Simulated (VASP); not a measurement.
# Ti4RuC (P-3m1) in VASP: further runs, part 2 of 2

VASP 6.6.1.

## 4. Single point, PBE

This run uses another cell than the first one, of 14.63 Å³/atom.

The input, INCAR:

```
ALGO = Normal
EDIFF = 1E-6
ENCUT = 520
GGA = PE
ISIF = 2
ISMEAR = 0
LASPH = True
LCHARG = False
LREAL = False
LWAVE = False
NBANDS = 42
NELM = 100
PREC = Accurate
SIGMA = 0.1
```

The input, KPOINTS:

```
k-points
0
Gamma
  12 12 4
```

The input, POSCAR:

```
Ti4RuC
1.0
    3.0210443858      0.0000000000      0.0000000000
   -1.5105221929      2.6163011841      0.0000000000
    0.0000000000      0.0000000000     11.1048420668
Ti Ru C
4 1 1
Direct
    0.3333333333      0.6666666667      0.6080716520
    0.6666666667      0.3333333333      0.3919283480
    0.3333333333      0.6666666667      0.1726189354
    0.6666666667      0.3333333333      0.8273810646
    0.0000000000      0.0000000000      0.0000000000
    0.0000000000      0.0000000000      0.5000000000
```

Potentials or basis: VASP PAW PBE potentials, release 64 (Ti_sv, Ru_pv, C).

On the command line:

```bash
$ cat potpaw_PBE.64/Ti_sv/POTCAR potpaw_PBE.64/Ru_pv/POTCAR potpaw_PBE.64/C/POTCAR > POTCAR
$ mpirun -np 1 vasp_std > vasp.out
```

OUTCAR:

```text
EDIFF = 1E-6
   ENCUT = 520
   GGA = PE
   ISIF = 2
   ISMEAR = 0
   LASPH = True
   LREAL = False
   NELM = 100
   PREC = Accurate

 ion  position               nearest neighbor table
   1  0.333  0.667  0.608-   6 2.12   6 2.12   6 2.12
   2  0.667  0.333  0.392-   6 2.12   6 2.12   6 2.12
   3  0.333  0.667  0.173-   5 2.59   5 2.59   5 2.59
   4  0.667  0.333  0.827-   5 2.59   5 2.59   5 2.59
   5  0.000  0.000  0.000-   3 2.59   4 2.59   4 2.59   3 2.59   4 2.59   3 2.59
   6  0.000  0.000  0.500-   1 2.12   2 2.12   2 2.12   1 2.12   2 2.12   1 2.12

  LATTYP: Found a hexagonal cell.
 ALAT       =     3.0210443858
 C/A-ratio  =     3.6758288355

  Lattice vectors:

 A1 = (   3.0210443858,   0.0000000000,   0.0000000000)
 A2 = (  -1.5105221929,   2.6163011841,   0.0000000000)
 A3 = (   0.0000000000,   0.0000000000,  11.1048420668)

Analysis of symmetry for initial positions (statically):
=====================================================================
 Subroutine PRICEL returns:
 Original cell was already a primitive cell.

 Routine SETGRP: Setting up the symmetry group for a
 hexagonal supercell.

 Subroutine GETGRP returns: Found 12 space group operations
 (whereof 12 operations were pure point group operations)
 out of a pool of 24 trial point group operations.

The static configuration has the point symmetry D_3d.

Analysis of symmetry for dynamics (positions and initial velocities):
=====================================================================
 Subroutine PRICEL returns:
 Original cell was already a primitive cell.

[... 131 lines left out ...]
   EFERMI_NEDOS =   21; number of points for ismear=-14 and -15
   IALGO  =     38    algorithm
   IMIX   =      4    mixing-type and parameters
     AMIX     =   0.40;   BMIX     =  1.00
     AMIX_MAG =   1.60;   BMIX_MAG =  1.00
  volume/ion in A,a.u.               =      14.63        98.72
  Fermi-wavevector in a.u.,A,eV,Ry     =   1.488688  2.813213 30.153128  2.216192
  Thomas-Fermi vector in A             =   2.601691
   LORBIT       =      0    0 simple, 1 ext, 2 COOP (PROOUT), +10 PAW based schemes
   GGA     = PE    functional components
   LHFCALC =     F    Hartree Fock is set to
   AEXX    =    0.0000 exact exchange contribution
   IVDW    =     0    specifies the selected vdW correction
   LEPSILON=     F    determine dielectric tensor
   LRPA    =     F    only Hartree local field effects (RPA)
 non-spin polarized calculation
 Gauss-broadening in eV      SIGMA  =   0.10
  energy-cutoff  :      520.00
  volume of cell :       87.77
 maximum number of plane-waves:      2399
 NGX is ok and might be reduce to    24
   NGX = 11   NGY = 11   NGZ = 41

 number of electron      65.9999995 magnetization

 Free energy of the ion-electron system (eV)
  ---------------------------------------------------
  ext. energy  EPLUGINS =         0.00000000
  ---------------------------------------------------
  free energy    TOTEN  =       -52.08703515 eV

  energy without entropy =      -52.05796749  energy(sigma->0) =      -52.07250132

 E-fermi :   8.9141     XC(G=0): -12.0599

 val. band max:        8.9113873037   @ k =   0.2500   0.0833   0.5000
 cond. band min:       8.9236842846   @ k =   0.0000   0.2500   0.2500
 fundamental gap:      0.0122969809
 Fermi energy:         8.9140544258

 k-point     1 :       0.0000    0.0000    0.0000
  band No.  band energies     occupation
      1     -47.9448      2.00000
      2     -47.9421      2.00000
      3     -47.5912      2.00000
      4     -47.5372      2.00000
      5     -33.7162      2.00000
      6     -33.5337      2.00000
[... 1069 lines left out ...]
     41      10.6730      0.00000
     42      10.8153      0.00000

 [... further k-points ...]

------------------------ aborting loop because EDIFF is reached ----------------------------------------

  FORCE on cell =-STRESS in cart. coord.  units (eV):
  Direction    XX          YY          ZZ          XY          YZ          ZX
  --------------------------------------------------------------------------------------
  -------------------------------------------------------------------------------------
  Total       -0.0284417     -0.0284417     -0.0151960      0.0000000      0.0000000     -0.0000000
  in kB       -0.5191700     -0.5191700     -0.2773844      0.0000000      0.0000000     -0.0000000
  external PRESSURE =      -0.4385748 kB  Pullay stress =       0.0000000 kB

 VOLUME and BASIS-vectors are now :
 -----------------------------------------------------------------------------
  energy-cutoff  :      520.00
  volume of cell :       87.77
      direct lattice vectors                 reciprocal lattice vectors
     3.021044386  0.000000000  0.000000000     0.331011356  0.191109496  0.000000000
    -1.510522193  2.616301184  0.000000000     0.000000000  0.382218991  0.000000000
     0.000000000  0.000000000 11.104842067     0.000000000  0.000000000  0.090050808

 POSITION                                       TOTAL-FORCE (eV/Angst)
 -----------------------------------------------------------------------------------
     -0.00000      1.74420      6.75254         0.000000     -0.000000      0.024274
      1.51052      0.87210      4.35230        -0.000000      0.000000     -0.024274
     -0.00000      1.74420      1.91691        -0.000000      0.000000      0.016019
      1.51052      0.87210      9.18794         0.000000     -0.000000     -0.016019
      0.00000      0.00000      0.00000         0.000000      0.000000      0.000000
      0.00000      0.00000      5.55242         0.000000      0.000000      0.000000
 -----------------------------------------------------------------------------------
    total drift:                                0.000000     -0.000000      0.000000

  FREE ENERGIE OF THE ION-ELECTRON SYSTEM (eV)
  ---------------------------------------------------
  free  energy   TOTEN  =       -52.0870351519 eV

  energy  without entropy=      -52.0579674915  energy(sigma->0) =      -52.07250132
```

Run time: 3.7 min. Hardware: 1 thread of AMD EPYC 9R45 (Zen 5), shared host; peak memory 0.33 GiB.

What came out:

* Free energy: -52.0870 eV
* Pressure: 0.0 GPa
* Largest force: 0.024 eV/Å
* Band gap on the k mesh: zero (bands 33 and 34 overlap by 1.01 eV)

Forces in eV/Å, atoms in the order of the input:
```
Ti   0.000  0.000  0.024
Ti   0.000  0.000 -0.024
Ti   0.000  0.000  0.016
Ti   0.000  0.000 -0.016
Ru   0.000  0.000  0.000
C    0.000  0.000  0.000
```

## 5. Summary

```tsv
task	cell	k mesh	cutoff (eV)	smearing	gap on the mesh (eV)	pressure (GPa)	largest force (eV/Å)
single point	a = 3.029, b = 3.029, c = 11.100 Å, angles 90.0, 90.0, 120.0°, 6 atoms, atomic positions A	6 × 6 × 2	520	gaussian 0.2 eV	none	0.0	0.05
relaxation of cell and atoms	relaxed from a = 2.900, b = 2.900, c = 10.870 Å, angles 90.0, 90.0, 120.0°, 6 atoms, atomic positions B	6 × 6 × 2	600	gaussian 0.2 eV	none	0.0	0.01
single point	a = 3.021, b = 3.021, c = 11.105 Å, angles 90.0, 90.0, 120.0°, 6 atoms, atomic positions C	12 × 12 × 4	520	gaussian 0.1 eV	none	0.0	0.02
```

Alike in all rows: level PBE; potentials or basis VASP PAW PBE potentials, release 64 (Ti_sv, Ru_pv, C); no spin polarisation.

Caveats: some runs use coarse meshes.

Absolute energies hang on the potentials; compare differences alone.

The gap in the log of VASP goes by the Fermi energy; the results here count the filled bands.